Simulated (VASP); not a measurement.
A run of VASP 6.6.1:

Contents of INCAR:

```
SYSTEM = Mn2Ni
PREC     = Accurate       ! precision mode
ENCUT    = 520            ! plane-wave cutoff, eV
EDIFF    = 1E-6           ! SCF threshold, eV
ISMEAR   = 0              ! smearing method
SIGMA    = 0.1            ! smearing width, eV
LREAL    = .FALSE.        ! projectors in reciprocal space
LASPH    = .TRUE.         ! aspherical terms in the spheres
NELM     = 150            ! most SCF steps
ALGO     = Normal         ! electronic algorithm
ISIF     = 2              ! what is computed and relaxed
LWAVE    = .FALSE.        ! write WAVECAR
LCHARG   = .TRUE.         ! write CHGCAR
ISPIN    = 2              ! spin polarisation
MAGMOM   = 2.1 2.1 0.47   ! initial moments
LORBIT   = 11             ! projections on sites
LMAXMIX  = 4              ! l up to which the mixer works
GGA      = PE             ! functional
LELF     = .TRUE.         ! ELF
LVHAR    = .TRUE.       
NBANDS   = 29             ! bands
```

File KPOINTS:

```
regular mesh
0
G
  6 6 6
  0 0 0
```

Contents of POSCAR:

```
Mn2Ni
1.0
    0.0000000000      2.8388873480      2.8388873480
    2.8388873480      0.0000000000      2.8388873480
    2.8388873480      2.8388873480      0.0000000000
Mn Ni
2 1
Direct
    0.2500000000      0.2500000000      0.2500000000
    0.7500000000      0.7500000000      0.7500000000
    0.0000000000      0.0000000000      0.0000000000
```

Potentials or basis: VASP PAW PBE potentials, release 64 (Mn_pv, Ni).

Command:

```bash
$ cat potpaw_PBE.64/Mn_pv/POTCAR potpaw_PBE.64/Ni/POTCAR > POTCAR
$ mpirun -np 1 vasp_std > vasp.out
```

Hardware: 1 thread of Intel Xeon 8259CL, with other jobs on the host.

How long does it take, and how much memory?

It took 2.3 min on 1 thread of Intel Xeon 8259CL, with other jobs on the host, peak memory 0.2 GiB. Counts: scf iterations 15, k points 16.
